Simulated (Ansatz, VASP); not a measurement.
# One calculation of MgPdC4N4, two programs

```
Mg Pd C N
1.0
     5.98135    0.00000    0.00000
     0.00000    5.98135    0.00000
     0.00000    0.00000    5.98135
Mg Pd C N
1 1 4 4
Direct
  0.00000 0.00000 0.00000
  0.50000 0.50000 0.50000
  0.19112 0.19112 0.19112
  0.19112 0.80888 0.80888
  0.80888 0.19112 0.80888
  0.80888 0.80888 0.19112
  0.30405 0.30405 0.30405
  0.30405 0.69595 0.69595
  0.69595 0.30405 0.69595
  0.69595 0.69595 0.30405
```

Alike in both runs: task single point; functional PBE; k mesh 4 × 4 × 4; occupations gaussian, width 0.1 eV; no spin polarisation.

```csv
,VASP,Ansatz
version,VASP 6.6.1,Ansatz 0.2.0
potentials or method,"VASP PAW PBE potentials, release 64 (Mg, Pd, C, N), cutoff 520 eV","scalar-relativistic, plane waves, PAW"
valence electrons in the cell,48,64
```

```tsv
	VASP	Ansatz	Ansatz less VASP
gap on the k mesh at the Fermi level (eV)	none	none	-
pressure (GPa)	5.9	5.5	-0.33
rms of the force components (eV/Å)	0.660	0.811	+0.1506
```

Atom by atom the forces differ by 0.196 eV/Å (rms over components). A gap of «none» marks a metal or a gap that the smearing closes. VASP's potentials hold 48 valence electrons a cell and Ansatz's 64, so a difference there can come from the potentials and not from the codes.

Noted on VASP's run: the standard files for N, O and F lose accuracy on very short bonds.
